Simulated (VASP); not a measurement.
Set up this calculation in VASP 6.6.1, as the native input.

* Task: single point
* Functional: PBEsol
* Potentials or basis: VASP PAW PBE potentials, release 64 (P, B)
* Cutoff: 520 eV
* k mesh: 7 × 5 × 1
* Occupations: gaussian, width 0.05 eV
* Spin: no spin polarisation
* Dipole correction: yes
* Further INCAR settings: LREAL = Auto; ALGO = Normal; EDIFF = 1e-07; NBANDS = 61

The structure of BP lies in POSCAR:

```
BP
1.0
    4.5201727882      0.0000000000      0.0000000000
   -2.2600863941      5.0537068122      0.0000000000
    0.0000000000      0.0000000000     25.6127843057
P B
11 11
Direct
    0.0638551392      0.7568130824      0.2943330035
    0.8101015810      0.0830446118      0.3308612746
    0.4861651256      0.4969310131      0.3708285105
    0.1981322368      0.8984954892      0.4121866040
    0.8939807936      0.2993890258      0.4507372870
    0.5958546397      0.6987152663      0.4909123707
    0.2929334937      0.1002954040      0.5293465428
    0.0002543059      0.4983140950      0.5702557946
    0.6943020972      0.9034045911      0.6084582860
    0.3968840002      0.2893737136      0.6502575701
    0.0710164130      0.6783629247      0.6908932290
    0.7795504191      0.4344465474      0.3232059295
    0.3888025010      0.8048192076      0.3509056587
    0.0947260043      0.1953646257      0.3920469631
    0.7953575814      0.6004885362      0.4309667939
    0.4966095220     -0.0008829707      0.4709676257
    0.1936205577      0.4000933072      0.5098219320
    0.8990383795      0.7986067707      0.5503445692
    0.5907393841      0.1987227681      0.5876244276
    0.3058948321      0.6045449494      0.6310388325
   -0.0439230291      0.0525919117      0.6691304637
    0.7961040222      0.3080651297      0.6848763311
```

The input as run:

INCAR

```
SYSTEM = BP
  ALGO = Normal
  DIPOL = 0.5 0.5 0.500
  EDIFF = 1E-7
  ENCUT = 520
  GGA = PS
  IDIPOL = 3
  ISIF = 2
  ISMEAR = 0
  LASPH = .TRUE.
  LCHARG = .TRUE.
  LDIPOL = .TRUE.
  LELF = .TRUE.
  LREAL = Auto
  LVACPOTAV = .TRUE.
  LVHAR = .TRUE.
  LWAVE = .FALSE.
  NBANDS = 61
  NELM = 80
  PREC = Accurate
  SIGMA = 0.05
```

KPOINTS

```
k-points
0
G
  7 5 1
  0 0 0
```

Potentials or basis: VASP PAW PBE potentials, release 64 (P, B).

Command:

```console
$ cat potpaw_PBE.64/P/POTCAR potpaw_PBE.64/B/POTCAR > POTCAR
$ mpirun -np 1 vasp_std > vasp.out
```

It gave:

| Quantity | Value |
| --- | --- |
| Largest force | 0.023 eV/Å |
| Band gap on the k mesh | zero (bands 44 and 45 overlap by 0.26 eV) |

Caveat: the PAW data sets were made with another functional, which shifts forces and pressure a little.

Run time: 24 min on 1 thread of Intel(R) Xeon(R) 6975P-C (Granite Rapids), on a shared host, peak memory 0.81 GiB.
